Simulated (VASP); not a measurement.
# C (I4_1/amd) in VASP: notebook

The runs below take C through single point, with PBEsol.

Everything below comes from runs of VASP 6.6.1. Logs are shortened: lines on timing, memory, paths and dates and some standing lists are left out, and cuts for length are marked.

## Step 1: The cell of the first run

It takes space group I4_1/amd (No. 141, tetragonal). The conventional cell has a = 2.831 Å, b = 2.831 Å, c = 2.831 Å, α = 90.00°, β = 90.00°, γ = 90.00°. C (site symmetry -4m2) has 4 C at 1.58 Å within 2.1 Å.

## Step 2: Single point, PBEsol

Input file INCAR:

```
SYSTEM = C
ALGO = Normal
EDIFF = 1E-7
ENCUT = 520
GGA = PS
ISIF = 2
ISMEAR = 0
LASPH = .TRUE.
LCHARG = .FALSE.
LREAL = .FALSE.
LWAVE = .FALSE.
NBANDS = 11
NELM = 60
PREC = Accurate
SIGMA = 0.05
```

Input file KPOINTS:

```
k-points
0
G
  12 12 12
  0 0 0
```

Input file POSCAR:

```
C
1.0
    0.0000000000      2.0018995919      1.4153430115
    2.0018995919      0.0000000000      1.4153430115
    2.0018995919      2.0018995919      0.0000000000
C
2
Direct
    0.5000000000      0.5000000000      0.5000000000
    0.7500000000      0.7500000000      0.7500000000
```

Potentials or basis: VASP PAW PBE potentials, release 64 (C).

Command:

```sh
$ cat potpaw_PBE.64/C/POTCAR > POTCAR
$ mpirun -np 1 vasp_std > vasp.out
```

OUTCAR:

```text
SYSTEM = C
   EDIFF = 1E-7
   ENCUT = 520
   GGA = PS
   ISIF = 2
   ISMEAR = 0
   LASPH = .TRUE.
   LREAL = .FALSE.
   NELM = 60
   PREC = Accurate

 ion  position               nearest neighbor table
   1  0.500  0.500  0.500-   2 1.58   2 1.58   2 1.58   2 1.58
   2  0.750  0.750  0.750-   1 1.58   1 1.58   1 1.58   1 1.58

  LATTYP: Found a body centered tetragonal cell.
 ALAT       =     2.8311135534
 C/A-ratio  =     0.9998489886

  Lattice vectors:

 A1 = (   0.0000000000,  -2.0018995919,  -1.4153430115)
 A2 = (   0.0000000000,   2.0018995919,  -1.4153430115)
 A3 = (   2.0018995919,   0.0000000000,   1.4153430115)

Analysis of symmetry for initial positions (statically):
=====================================================================
 Subroutine PRICEL returns:
 Original cell was already a primitive cell.

 Routine SETGRP: Setting up the symmetry group for a
 body centered tetragonal supercell.

 Subroutine GETGRP returns: Found 16 space group operations
 (whereof  8 operations were pure point group operations)
 out of a pool of 16 trial point group operations.

The static configuration has the point symmetry D_2d.
 The point group associated with its full space group is D_4h.

Analysis of symmetry for dynamics (positions and initial velocities):
=====================================================================
 Subroutine PRICEL returns:
 Original cell was already a primitive cell.

 Routine SETGRP: Setting up the symmetry group for a
 body centered tetragonal supercell.

 Subroutine GETGRP returns: Found 16 space group operations
 (whereof  8 operations were pure point group operations)
 out of a pool of 16 trial point group operations.

The dynamic configuration has the point symmetry D_2d.
 The point group associated with its full space group is D_4h.

 Subroutine INISYM returns: Found 16 space group operations
 (whereof  8 operations are pure point group operations),
 and found     1 'primitive' translations

----------------------------------------------------------------------------------------

                                     Primitive cell

  volume of cell :      11.3443

  direct lattice vectors                    reciprocal lattice vectors
     0.000000000  2.001899592  1.415343012    -0.249762776  0.249762776  0.353271254
     2.001899592  0.000000000  1.415343012     0.249762776 -0.249762776  0.353271254
     2.001899592  2.001899592  0.000000000     0.249762776  0.249762776 -0.353271254

  length of vectors
     2.451692847  2.451692847  2.831113553     0.499563277  0.499563277  0.499563277

  position of ions in fractional coordinates (direct lattice)
     0.500000000  0.500000000  0.500000000
     0.750000000  0.750000000  0.750000000

  ion indices of the primitive-cell ions
   primitive index   ion index
                 1           1
                 2           2

----------------------------------------------------------------------------------------

 KPOINTS: k-points

Automatic generation of k-mesh.
 Grid dimensions read from file:
 generate k-points for:   12   12   12

 Generating k-lattice:

  Cartesian coordinates                     Fractional coordinates (reciprocal lattice)
    -0.020813565  0.020813565  0.029439271     0.083333333  0.000000000  0.000000000
     0.020813565 -0.020813565  0.029439271     0.000000000  0.083333333  0.000000000
     0.020813565  0.020813565 -0.029439271     0.000000000  0.000000000  0.083333333

  Length of vectors
     0.041630273  0.041630273  0.041630273

  Shift w.r.t. Gamma in fractional coordinates (k-lattice)
     0.000000000  0.000000000  0.000000000

 Subroutine IBZKPT returns following result:
 ===========================================

 Found    163 irreducible k-points:

 Following reciprocal coordinates:
            Coordinates               Weight
  0.000000  0.000000  0.000000      1.000000
  0.083333 -0.000000  0.000000      8.000000
  0.166667 -0.000000  0.000000      8.000000
  0.250000 -0.000000  0.000000      8.000000
  0.333333 -0.000000  0.000000      8.000000
  0.416667 -0.000000  0.000000      8.000000
[... 16 lines left out ...]
  0.500000  0.166667  0.000000      8.000000
 -0.416667  0.166667  0.000000      8.000000
 [... further k-points ...]
   k-points           NKPTS =    163   k-points in BZ     NKDIM =    163   number of bands    NBANDS=     11
   number of dos      NEDOS =    301   number of ions     NIONS =      2
   total plane-waves  NPLWV =   7776
   dimension x,y,z NGX =    18 NGY =   18 NGZ =   24
   dimension x,y,z NGXF=    36 NGYF=   36 NGZF=   48
   ions per type =               2
   NGX,Y,Z   is equivalent  to a cutoff of  12.21, 12.21, 14.09 a.u.
   NGXF,Y,Z  is equivalent  to a cutoff of  24.41, 24.41, 28.19 a.u.
 SYSTEM =  C
   PREC   = accura    normal or accurate (medium, high low for compatibility)
   ISTART =      0    job   : 0-new  1-cont  2-samecut
   ICHARG =      2    charge: 1-file 2-atom 10-const
   ISPIN  =      1    spin polarized calculation?
   LNONCOLLINEAR =      F non collinear calculations
   LSORBIT =      F    spin-orbit coupling
   LASPH  =      T    aspherical Exc in radial PAW
   ENCUT  =  520.0 eV  38.22 Ry    6.18 a.u.   4.56  4.56  5.26*2*pi/ulx,y,z
   NELM   =     60;   NELMIN=  2; NELMDL= -5     # of ELM steps
   EDIFF  = 0.1E-06   stopping-criterion for ELM
   LREAL  =      F    real-space projection
   EDIFFG = 0.1E-05   stopping-criterion for IOM
   NSW    =      0    number of steps for IOM
   IBRION =     -1    ionic relax: 0-MD 1-quasi-New 2-CG
   NFREE  =      0    steps in history (QN), initial steepest desc. (CG)
   ISIF   =      2    stress and relaxation
   ISYM   =      2    0-nonsym 1-usesym 2-fastsym
   POTIM  = 0.5000    time-step for ionic-motion
   TEBEG  =    0.0;   TEEND  =   0.0 temperature during run
   PSTRESS=    0.0 pullay stress
   NELECT =       8.0000    total number of electrons
   NUPDOWN=      -1.0000    fix difference up-down
   EMIN   =  10.00;   EMAX   =-10.00  energy-range for DOS
   EFERMI =   0.00;   METHOD = LEGACY
   ISMEAR =     0;   SIGMA  =   0.05  broadening in eV -4-tet -1-fermi 0-gaus
   EFERMI_NEDOS =   21; number of points for ismear=-14 and -15
   IALGO  =     38    algorithm
   IMIX   =      4    mixing-type and parameters
     AMIX     =   0.40;   BMIX     =  1.00
     AMIX_MAG =   1.60;   BMIX_MAG =  1.00
  volume/ion in A,a.u.               =       5.67        38.28
  Fermi-wavevector in a.u.,A,eV,Ry     =   1.457178  2.753668 28.890189  2.123369
  Thomas-Fermi vector in A             =   2.574010
   LORBIT       =      0    0 simple, 1 ext, 2 COOP (PROOUT), +10 PAW based schemes
   GGA     = PS    functional components
   LHFCALC =     F    Hartree Fock is set to
   AEXX    =    0.0000 exact exchange contribution
   IVDW    =     0    specifies the selected vdW correction
   LEPSILON=     F    determine dielectric tensor
   LRPA    =     F    only Hartree local field effects (RPA)
 non-spin polarized calculation
 Gauss-broadening in eV      SIGMA  =   0.05
  energy-cutoff  :      520.00
  volume of cell :       11.34
 maximum number of plane-waves:       321
   NGX =  9   NGY =  9   NGZ = 11

 number of electron       8.0000000 magnetization

 Free energy of the ion-electron system (eV)
  ---------------------------------------------------
  ext. energy  EPLUGINS =         0.00000000
  ---------------------------------------------------
  free energy    TOTEN  =       -17.35438667 eV

  energy without entropy =      -17.35433459  energy(sigma->0) =      -17.35436063

 E-fermi :  10.4198     XC(G=0): -13.5818

 val. band max:       10.3959237051   @ k =  -0.4167   0.4167   0.0000
 cond. band min:      10.5672016400   @ k =   0.1667  -0.0000   0.0833
 fundamental gap:      0.1712779349
 Fermi energy:        10.4197618201

 k-point     1 :       0.0000    0.0000    0.0000
  band No.  band energies     occupation
      1     -11.6654      2.00000
      2       8.5201      2.00000
      3       8.5201      2.00000
      4      12.3948      0.00000
      5      13.8827      0.00000
      6      17.8842      0.00000
      7      17.8842      0.00000
      8      21.7497      0.00000
      9      28.3337      0.00000
     10      30.2054      0.00000
     11      33.0428      0.00000

 k-point     2 :       0.0833   -0.0000    0.0000
  band No.  band energies     occupation
      1     -11.4582      2.00000
      2       7.9705      2.00000
      3       8.1715      2.00000
      4      11.7671      0.00000
      5      13.8800      0.00000
      6      17.9769      0.00000
      7      18.3180      0.00000
      8      21.9740      0.00000
      9      28.2795      0.00000
     10      30.4819      0.00000
     11      31.3412      0.00000

 k-point     3 :       0.1667   -0.0000    0.0000
  band No.  band energies     occupation
      1     -10.8388      2.00000
      2       6.2972      2.00000
      3       7.3444      2.00000
      4      10.6758      0.00000
      5      13.8310      0.00000
      6      17.9577      0.00000
      7      19.0926      0.00000
      8      22.7434      0.00000
      9      28.9273      0.00000
     10      30.1104      0.00000
     11      31.8250      0.00000

 k-point     4 :       0.2500   -0.0000    0.0000
  band No.  band energies     occupation
      1      -9.8153      2.00000
      2       3.8106      2.00000
      3       6.4122      2.00000
      4       9.8120      2.00000
      5      13.7062      0.00000
      6      17.5831      0.00000
      7      19.8352      0.00000
      8      23.9340      0.00000
      9      30.0704      0.00000
     10      30.7590      0.00000
     11      32.8801      0.00000

 k-point     5 :       0.3333   -0.0000    0.0000
  band No.  band energies     occupation
      1      -8.4066      2.00000
      2       1.0597      2.00000
      3       5.6263      2.00000
      4       9.2117      2.00000
      5      13.5521      0.00000
      6      17.0653      0.00000
      7      20.5628      0.00000
      8      25.0558      0.00000
      9      30.6556      0.00000
     10      33.3085      0.00000
     11      33.5227      0.00000
[... 211 lines left out ...]
 k-point    21 :       0.3333    0.1667    0.0000
  band No.  band energies     occupation
      1      -7.6091      2.00000
      2       1.7605      2.00000
      3       4.2357      2.00000
      4       8.0964      2.00000
      5      11.5786      0.00000
      6      19.0617      0.00000
      7      19.4190      0.00000
      8      22.5982      0.00000
      9      34.3229      0.00000
     10      35.6728      0.00000
     11      35.9530      0.00000

 k-point    22 :       0.4167    0.1667    0.0000
  band No.  band energies     occupation
      1      -5.9119      2.00000
      2      -0.8138      2.00000
      3       3.6988      2.00000
      4       7.5905      2.00000
      5      12.3458      0.00000
      6      18.9223      0.00000
      7      19.3338      0.00000
      8      23.2830      0.00000
      9      34.1060      0.00000
     10      35.5348      0.00000
     11      36.5398      0.00000

 k-point    23 :       0.5000    0.1667    0.0000
  band No.  band energies     occupation
      1      -4.5555      2.00000
      2      -2.5176      2.00000
      3       3.5140      2.00000
      4       7.2550      2.00000
      5      12.9509      0.00000
      6      19.3296      0.00000
      7      19.3733      0.00000
      8      23.5625      0.00000
      9      32.4254      0.00000
     10      34.3776      0.00000
     11      36.7277      0.00000

 k-point    24 :      -0.4167    0.1667    0.0000
  band No.  band energies     occupation
      1      -5.8982      2.00000
      2      -0.9549      2.00000
      3       3.6968      2.00000
      4       7.1012      2.00000
      5      13.2279      0.00000
      6      19.4942      0.00000
      7      20.5160      0.00000
      8      23.6821      0.00000
      9      30.4996      0.00000
     10      32.6581      0.00000
     11      34.6668      0.00000

 [... further k-points ...]
[... 5 lines left out ...]
  --------------------------------------------------------------------------------------
  -------------------------------------------------------------------------------------
  Total       -4.5449189     -4.5449189      8.2290184      0.0000000      0.0000000     -0.0000000
  in kB     -641.8897503   -641.8897503   1162.2039075      0.0000000      0.0000000     -0.0000000
  external PRESSURE =     -40.5251977 kB  Pullay stress =       0.0000000 kB

 VOLUME and BASIS-vectors are now :
 -----------------------------------------------------------------------------
  energy-cutoff  :      520.00
  volume of cell :       11.34
      direct lattice vectors                 reciprocal lattice vectors
     0.000000000  2.001899592  1.415343012    -0.249762776  0.249762776  0.353271254
     2.001899592  0.000000000  1.415343012     0.249762776 -0.249762776  0.353271254
     2.001899592  2.001899592  0.000000000     0.249762776  0.249762776 -0.353271254

 POSITION                                       TOTAL-FORCE (eV/Angst)
 -----------------------------------------------------------------------------------
      2.00190      2.00190      1.41534         0.000000      0.000000      0.000000
      3.00285      3.00285      2.12301        -0.000000     -0.000000     -0.000000
 -----------------------------------------------------------------------------------
    total drift:                                0.000000     -0.000000      0.000000

  FREE ENERGIE OF THE ION-ELECTRON SYSTEM (eV)
  ---------------------------------------------------
  free  energy   TOTEN  =       -17.3543866692 eV

  energy  without entropy=      -17.3543345897  energy(sigma->0) =      -17.35436063
```

Run time: 6.7 s. Hardware: 1 thread of Intel Xeon 6975P-C (Granite Rapids), shared host; peak memory 0.12 GiB.

Results:

| Quantity | Value |
| --- | --- |
| Free energy | -17.3544 eV |
| Pressure | -4.1 GPa |
| Band gap on the k mesh | zero (band 4 reaches 12.39 eV, above the bottom of band 5 at 8.74 eV) |

Caveat: the PAW data sets were made with another functional, which shifts forces and pressure a little.

(Continued in part 2 of 2.)
